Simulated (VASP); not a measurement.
The system is CdSe (Cadmoselite).

```xyz
4
Lattice="4.3000 0.0000 0.0000 -2.1500 3.7239 0.0000 0.0000 0.0000 7.0200" Properties=species:S:1:pos:R:3 pbc="T T T"
Cd    0.0000    2.4826    0.0341
Cd    2.1500    1.2413    3.5441
Se    0.0000    2.4826    2.6686
Se    2.1500    1.2413    6.1786
```

Base run:

```yaml
Program: VASP 6.6.1
Functional: PBE
Potentials_or_basis: VASP PAW PBE potentials, release 64 (Cd, Se)
Cutoff: 520 eV
k_mesh: 9 × 9 × 5
Occupations: fermi-dirac, width 0.01 eV
Spin: no spin polarisation
```

Its results: band gap on the k mesh 0.67 eV, direct; pressure 3.2 GPa; largest force 0.009 eV/Å.

**Question.** The run is repeated on the same cell with these changes: functional from PBE to r2SCAN; further incar settings from ALGO = Normal; EDIFF = 1e-06; NBANDS = 26 to ALGO = Normal; EDIFF = 1e-08; NBANDS = 26. What comes out?

**Answer.** Band gap on the k mesh 1.16 eV, direct; pressure 1.7 GPa; largest force 0.010 eV/Å.

Caveats: the PAW data sets were made with another functional, which shifts forces and pressure a little (some runs).

